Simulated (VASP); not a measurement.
Input of a VASP 6.6.1 run:

INCAR

```
ALGO = Normal
EDIFF = 1E-6
ENCUT = 520
GGA = PE
ISIF = 2
ISMEAR = -1
LASPH = True
LCHARG = False
LREAL = False
LWAVE = False
NBANDS = 28
NELM = 60
PREC = Accurate
SIGMA = 0.08
```

KPOINTS

```
k-points
0
Gamma
  8 8 11
```

File POSCAR:

```
Sn
1.0
    4.5831450869      0.0000000000      0.0000000000
   -2.2915725434      3.9691200745      0.0000000000
    0.0000000000      0.0000000000      2.7224563793
Sn
3
Direct
    0.0000000000      0.0000000000      0.0000000000
    0.3333333333      0.6666666667      0.5000000000
    0.6666666667      0.3333333333      0.5000000000
```

Potentials or basis: VASP PAW PBE potentials, release 64 (Sn_d).

Launch:

```sh
$ cat potpaw_PBE.64/Sn_d/POTCAR > POTCAR
$ mpirun -np 1 vasp_std > vasp.out
```

Question: Estimate the pressure.

Answer: 87.0 GPa.

Question: What does it give for the band gap on the k mesh?

Answer: Zero (band 21 reaches 18.60 eV, above the bottom of band 22 at 11.32 eV).

Caveat: spin-orbit coupling is left out, which moves the levels of the heavy elements.
